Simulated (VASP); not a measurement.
ZnS:

```
CELL_PARAMETERS angstrom
0.00000 2.69409 2.69409
2.69409 0.00000 2.69409
2.69409 2.69409 0.00000
ATOMIC_POSITIONS crystal
Zn 0.00000 0.00000 0.00000
S 0.25000 0.25000 0.25000
```

Base run:

| Quantity | Value |
| --- | --- |
| Program | VASP 6.6.1 |
| Functional | r2SCAN |
| Potentials or basis | VASP PAW PBE potentials, release 64 (Zn, S) |
| Cutoff | 520 eV |
| k mesh | 6 × 6 × 6 |
| Occupations | gaussian, width 0.01 eV |
| Spin | no spin polarisation |

Its results: band gap on the k mesh 2.71 eV; pressure 0.1 GPa.

Question: After a change of settings the same cell gave: band gap on the k mesh 3.38 eV; pressure 1.9 GPa. Which change was it?
A. k mesh from 6 × 6 × 6 to 5 × 5 × 5
B. functional from r2SCAN to LDA; potentials or basis from VASP PAW PBE potentials, release 64 (Zn, S) to VASP PAW LDA potentials, release 64 (Zn, S)
C. functional from r2SCAN to HSE06; k mesh from 6 × 6 × 6 to 4 × 4 × 4

Answer: C.

Caveats: some runs use coarse meshes; the PAW data sets were made with another functional, which shifts forces and pressure a little.
